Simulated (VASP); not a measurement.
Wanted: the native input for a VASP 6.6.1 run.

```yaml
Task: single point
Functional: r2SCAN
Potentials_or_basis: VASP PAW PBE potentials, release 64 (Bi_d, Te)
Cutoff: 520 eV
k_mesh: 7 × 7 × 7
Occupations: fermi-dirac, width 0.05 eV
Spin: non-collinear spin, zero start, spin-orbit coupling
Starting_moments: "[[0.0, 0.0, 0.0], [0.0, 0.0, 0.0]] μB"
Dipole_correction: no
Further_INCAR_settings: ALGO = Normal; EDIFF = 1e-07; NBANDS = 33
```

The system is BiTe.

```xyz
2
Lattice="0.0000 3.2350 3.2350 3.2350 0.0000 3.2350 3.2350 3.2350 0.0000" Properties=species:S:1:pos:R:3 pbc="T T T"
Bi    0.0000    0.0000    0.0000
Te    3.2350    3.2350    3.2350
```

One way to write it, as run:

POSCAR

```
BiTe
1.0
    0.0000000000      3.2350000000      3.2350000000
    3.2350000000      0.0000000000      3.2350000000
    3.2350000000      3.2350000000      0.0000000000
Bi Te
1 1
Direct
    0.0000000000      0.0000000000      0.0000000000
    0.5000000000      0.5000000000      0.5000000000
```

INCAR.step1

```
  PREC = Accurate
  ENCUT = 520
  ISMEAR = -1
  SIGMA = 0.05
  LREAL = False
  LASPH = True
  NELM = 150
  LNONCOLLINEAR = True
  MAGMOM = 0 0 0 0 0 0
  LSORBIT = True
  GGA_COMPAT = False
  NBANDS = 33
  GGA = PE
  ALGO = Normal
  EDIFF = 1E-4
  LWAVE = True
  LCHARG = False
```

INCAR.step2

```
  PREC = Accurate
  ENCUT = 520
  EDIFF = 1E-7
  ISMEAR = -1
  SIGMA = 0.05
  LREAL = False
  LASPH = True
  NELM = 150
  ALGO = Normal
  ISIF = 2
  LWAVE = False
  LCHARG = False
  LNONCOLLINEAR = True
  MAGMOM = 0 0 0 0 0 0
  LORBIT = 11
  LSORBIT = True
  GGA_COMPAT = False
  LORBMOM = True
  METAGGA = R2SCAN
  LMIXTAU = True
  NBANDS = 33
  ISTART = 1
```

KPOINTS

```
regular mesh
0
Gamma
  7 7 7
```

Potentials or basis: VASP PAW PBE potentials, release 64 (Bi_d, Te).

Launch:

```bash
$ cat potpaw_PBE.64/Bi_d/POTCAR potpaw_PBE.64/Te/POTCAR > POTCAR
$ cp INCAR.step1 INCAR
$ mpirun -np 1 vasp_ncl > vasp.out
$ cp INCAR.step2 INCAR
$ mpirun -np 1 vasp_ncl > vasp.out
```

Results of the run:

```
Pressure                                              : 1.3 GPa
Net moment                                            : 0.00 μB per cell
Valence electrons inside the program's atomic spheres : Bi 12.66; Te 3.38
```

Caveat: the PAW data sets were made with another functional, which shifts forces and pressure a little.

It took 8.9 min on 1 thread of Intel(R) Xeon(R) Platinum 8375C CPU @ 2.90GHz (Ice Lake), on a shared host, peak memory 0.49 GiB.
